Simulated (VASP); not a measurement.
# BiMo (wurtzite type) (P6_3mc) in VASP: single point with PBEsol

Aim: the single point of BiMo (wurtzite type) with PBEsol.

Program: VASP 6.6.1. These are calculated values, not measurements. Logs are shortened: lines on timing, memory, paths and dates and some standing lists are left out, and cuts for length are marked.

## (1) The cell of the first run

It takes space group P6_3mc (No. 186, hexagonal). Conventional cell: a = 3.178 Å, b = 3.178 Å, c = 9.765 Å, α = 90.00°, β = 90.00°, γ = 120.00°. Within 3.6 Å of Mo (site symmetry 3m) lie 4 Bi at 2.75 to 2.81 Å and 6 Mo at 3.18 Å. Bi (site symmetry 3m) has 4 Mo at 2.75 to 2.81 Å and 6 Bi at 3.18 Å within 3.6 Å.

## (2) Single point, PBEsol

The input, INCAR:

```
SYSTEM = BiMo
PREC = Accurate ; ENCUT = 500
EDIFF = 1E-6 ; ISMEAR = -1
SIGMA = 0.05 ; LREAL = .False.
LASPH = .True. ; NELM = 120
ALGO = Normal ; ISIF = 2
LWAVE = .False. ; LCHARG = .False.
GGA = PS ; NBANDS = 37
GGA_COMPAT = .False.
```

The input, KPOINTS:

```
Automatic mesh
0
Gamma
  8 8 5
  0 0 0
```

The input, POSCAR:

```
BiMo
1.0
    3.1783192958      0.0000000000      0.0000000000
   -1.5891596479      2.7525052515      0.0000000000
    0.0000000000      0.0000000000      9.7647730063
Mo Bi
2 2
Direct
    0.3333333333      0.6666666667      0.0472145763
    0.6666666667      0.3333333333      0.5472145763
    0.3333333333      0.6666666667      0.3287854237
    0.6666666667      0.3333333333      0.8287854237
```

Potentials or basis: VASP PAW PBE potentials, release 64 (Mo_sv, Bi_d).

Run with:

```bash
cat potpaw_PBE.64/Mo_sv/POTCAR potpaw_PBE.64/Bi_d/POTCAR > POTCAR
mpirun -np 1 vasp_std > vasp.out
```

OUTCAR:

```text
SYSTEM = BiMo
   PREC = Accurate
   ENCUT = 500
   EDIFF = 1E-6
   ISMEAR = -1
   LREAL = .False.
   LASPH = .True.
   NELM = 120
   ISIF = 2
   GGA = PS

 ion  position               nearest neighbor table
   1  0.333  0.667  0.047-   3 2.75   4 2.81   4 2.81   4 2.81
   2  0.667  0.333  0.547-   4 2.75   3 2.81   3 2.81   3 2.81
   3  0.333  0.667  0.329-   1 2.75   2 2.81   2 2.81   2 2.81
   4  0.667  0.333  0.829-   2 2.75   1 2.81   1 2.81   1 2.81

  LATTYP: Found a hexagonal cell.
 ALAT       =     3.1783192958
 C/A-ratio  =     3.0723071213

  Lattice vectors:

 A1 = (   3.1783192958,   0.0000000000,   0.0000000000)
 A2 = (  -1.5891596479,   2.7525052515,   0.0000000000)
 A3 = (   0.0000000000,   0.0000000000,   9.7647730063)

Analysis of symmetry for initial positions (statically):
=====================================================================
 Subroutine PRICEL returns:
 Original cell was already a primitive cell.

 Routine SETGRP: Setting up the symmetry group for a
 hexagonal supercell.

 Subroutine GETGRP returns: Found 12 space group operations
 (whereof  6 operations were pure point group operations)
 out of a pool of 24 trial point group operations.

The static configuration has the point symmetry C_3v.
 The point group associated with its full space group is C_6v.

Analysis of symmetry for dynamics (positions and initial velocities):
=====================================================================
 Subroutine PRICEL returns:
 Original cell was already a primitive cell.

 Routine SETGRP: Setting up the symmetry group for a
 hexagonal supercell.

 Subroutine GETGRP returns: Found 12 space group operations
 (whereof  6 operations were pure point group operations)
 out of a pool of 24 trial point group operations.

The dynamic configuration has the point symmetry C_3v.
 The point group associated with its full space group is C_6v.

 Subroutine INISYM returns: Found 12 space group operations
 (whereof  6 operations are pure point group operations),
 and found     1 'primitive' translations

----------------------------------------------------------------------------------------

                                     Primitive cell

  volume of cell :      85.4256

  direct lattice vectors                    reciprocal lattice vectors
     3.178319296  0.000000000  0.000000000     0.314631699  0.181652696  0.000000000
    -1.589159648  2.752505252  0.000000000     0.000000000  0.363305392  0.000000000
     0.000000000  0.000000000  9.764773006     0.000000000  0.000000000  0.102408935
[... 89 lines left out ...]
   LREAL  =      F    real-space projection
   EDIFFG = 0.1E-04   stopping-criterion for IOM
   NSW    =      0    number of steps for IOM
   IBRION =     -1    ionic relax: 0-MD 1-quasi-New 2-CG
   NFREE  =      0    steps in history (QN), initial steepest desc. (CG)
   ISIF   =      2    stress and relaxation
   ISYM   =      2    0-nonsym 1-usesym 2-fastsym
   POTIM  = 0.5000    time-step for ionic-motion
   TEBEG  =    0.0;   TEEND  =   0.0 temperature during run
   PSTRESS=    0.0 pullay stress
   NELECT =      58.0000    total number of electrons
   NUPDOWN=      -1.0000    fix difference up-down
   EMIN   =  10.00;   EMAX   =-10.00  energy-range for DOS
   EFERMI =   0.00;   METHOD = LEGACY
   ISMEAR =    -1;   SIGMA  =   0.05  broadening in eV -4-tet -1-fermi 0-gaus
   EFERMI_NEDOS =   21; number of points for ismear=-14 and -15
   IALGO  =     38    algorithm
   IMIX   =      4    mixing-type and parameters
     AMIX     =   0.40;   BMIX     =  1.00
     AMIX_MAG =   1.60;   BMIX_MAG =  1.00
  volume/ion in A,a.u.               =      21.36       144.12
  Fermi-wavevector in a.u.,A,eV,Ry     =   1.438870  2.719070 28.168779  2.070347
  Thomas-Fermi vector in A             =   2.557789
   LORBIT       =      0    0 simple, 1 ext, 2 COOP (PROOUT), +10 PAW based schemes
   GGA     = PS    functional components
   LHFCALC =     F    Hartree Fock is set to
   AEXX    =    0.0000 exact exchange contribution
   IVDW    =     0    specifies the selected vdW correction
   LEPSILON=     F    determine dielectric tensor
   LRPA    =     F    only Hartree local field effects (RPA)
 non-spin polarized calculation
  energy-cutoff  :      500.00
  volume of cell :       85.43
 maximum number of plane-waves:      2188
 NGX is ok and might be reduce to    24
   NGX = 11   NGY = 11   NGZ = 35

 number of electron      57.9999993 magnetization

 Free energy of the ion-electron system (eV)
  ---------------------------------------------------
  ext. energy  EPLUGINS =         0.00000000
  ---------------------------------------------------
  free energy    TOTEN  =       -28.16005180 eV

  energy without entropy =      -28.11331964  energy(sigma->0) =      -28.13668572

 E-fermi :  10.2127     XC(G=0): -12.0164

 val. band max:       10.1550200980   @ k =   0.1250   0.0000   0.0000
 cond. band min:      10.2321985635   @ k =   0.3750   0.0000   0.2000
 fundamental gap:      0.0771784655
 Fermi energy:        10.2127110609

 k-point     1 :       0.0000    0.0000    0.0000
  band No.  band energies     occupation
      1     -50.3794      2.00000
      2     -50.3791      2.00000
      3     -24.6349      2.00000
      4     -24.6216      2.00000
      5     -24.2720      2.00000
      6     -24.2720      2.00000
[... 949 lines left out ...]
     36      14.9049      0.00000
     37      15.4109      0.00000

 [... further k-points ...]

------------------------ aborting loop because EDIFF is reached ----------------------------------------

  FORCE on cell =-STRESS in cart. coord.  units (eV):
  Direction    XX          YY          ZZ          XY          YZ          ZX
  --------------------------------------------------------------------------------------
  -------------------------------------------------------------------------------------
  Total        1.1731541      1.1731541      1.2273673      0.0000000      0.0000000      0.0000000
  in kB       22.0027922     22.0027922     23.0195750      0.0000000      0.0000000      0.0000000
  external PRESSURE =      22.3417198 kB  Pullay stress =       0.0000000 kB

 VOLUME and BASIS-vectors are now :
 -----------------------------------------------------------------------------
  energy-cutoff  :      500.00
  volume of cell :       85.43
      direct lattice vectors                 reciprocal lattice vectors
     3.178319296  0.000000000  0.000000000     0.314631699  0.181652696  0.000000000
    -1.589159648  2.752505252  0.000000000     0.000000000  0.363305392  0.000000000
     0.000000000  0.000000000  9.764773006     0.000000000  0.000000000  0.102408935

 POSITION                                       TOTAL-FORCE (eV/Angst)
 -----------------------------------------------------------------------------------
     -0.00000      1.83500      0.46104         0.000000     -0.000000      0.007900
      1.58916      0.91750      5.34343        -0.000000      0.000000      0.007900
     -0.00000      1.83500      3.21052        -0.000000     -0.000000     -0.007900
      1.58916      0.91750      8.09290         0.000000      0.000000     -0.007900
 -----------------------------------------------------------------------------------
    total drift:                               -0.000000      0.000000      0.001695

  FREE ENERGIE OF THE ION-ELECTRON SYSTEM (eV)
  ---------------------------------------------------
  free  energy   TOTEN  =       -28.1600518006 eV

  energy  without entropy=      -28.1133196391  energy(sigma->0) =      -28.13668572
```

OSZICAR:

```text
N       E                     dE             d eps       ncg     rms          rms(c)
DAV:   1     0.800991387326E+03    0.80099E+03   -0.31520E+04  2228   0.193E+03
DAV:   2     0.427089300855E+02   -0.75828E+03   -0.74254E+03  2288   0.581E+02
DAV:   3    -0.263968601504E+02   -0.69106E+02   -0.66566E+02  2596   0.184E+02
DAV:   4    -0.294291949000E+02   -0.30323E+01   -0.29640E+01  2761   0.381E+01
DAV:   5    -0.295337726224E+02   -0.10458E+00   -0.10447E+00  2807   0.712E+00    0.138E+01
DAV:   6    -0.284254369221E+02    0.11083E+01   -0.43983E+00  2440   0.111E+01    0.295E+00
DAV:   7    -0.282143073983E+02    0.21113E+00   -0.69887E-01  2696   0.537E+00    0.216E+00
DAV:   8    -0.281636038376E+02    0.50704E-01   -0.18268E-01  2467   0.230E+00    0.543E-01
DAV:   9    -0.281603932341E+02    0.32106E-02   -0.14867E-02  2871   0.698E-01    0.220E-01
DAV:  10    -0.281600660243E+02    0.32721E-03   -0.21710E-03  2728   0.341E-01    0.481E-02
DAV:  11    -0.281600564184E+02    0.96060E-05   -0.13685E-04  2740   0.862E-02    0.199E-02
DAV:  12    -0.281600527992E+02    0.36191E-05   -0.17883E-05  2752   0.280E-02    0.699E-03
DAV:  13    -0.281600518006E+02    0.99864E-06   -0.15287E-06  1618   0.794E-03
   1 F= -.28160052E+02 E0= -.28136686E+02  d E =-.467322E-01
```

stdout:

```text
POSCAR found type information on POSCAR MoBi
 POSCAR found :  2 types and       4 ions
 scaLAPACK will be used
 -----------------------------------------------------------------------------
|                                                                             |
|                                                                             |
|     You enforced a specific xc type in the INCAR file but a different       |
|     I HOPE YOU KNOW WHAT YOU ARE DOING!                                     |
|                                                                             |
 -----------------------------------------------------------------------------

 LDA part: xc-table for (Slater+PW92), standard interpolation
 POSCAR, INCAR and KPOINTS ok, starting setup
 FFT: planning ... GRIDC
 FFT: planning ... GRID_SOFT
 FFT: planning ... GRID
 WAVECAR not read
 entering main loop
```

Wall time 73 s (1 thread of Oxide Virtual Turin-like, shared host); peak memory 0.2 GiB.

What came out:

```yaml
Free_energy: -28.1601 eV
Pressure: 2.2 GPa
Largest_force: 0.008 eV/Å
Band_gap_on_the_k_mesh: zero (bands 29 and 30 overlap by 1.42 eV)
```

Forces on the atoms (eV/Å):
```
Mo   0.000  0.000  0.008
Mo   0.000  0.000  0.008
Bi   0.000  0.000 -0.008
Bi   0.000  0.000 -0.008
```

Caveat: the PAW data sets were made with another functional, which shifts forces and pressure a little; spin-orbit coupling is left out, which moves the levels of the heavy elements.

The gap in the log of VASP goes by the Fermi energy; the results here count the filled bands.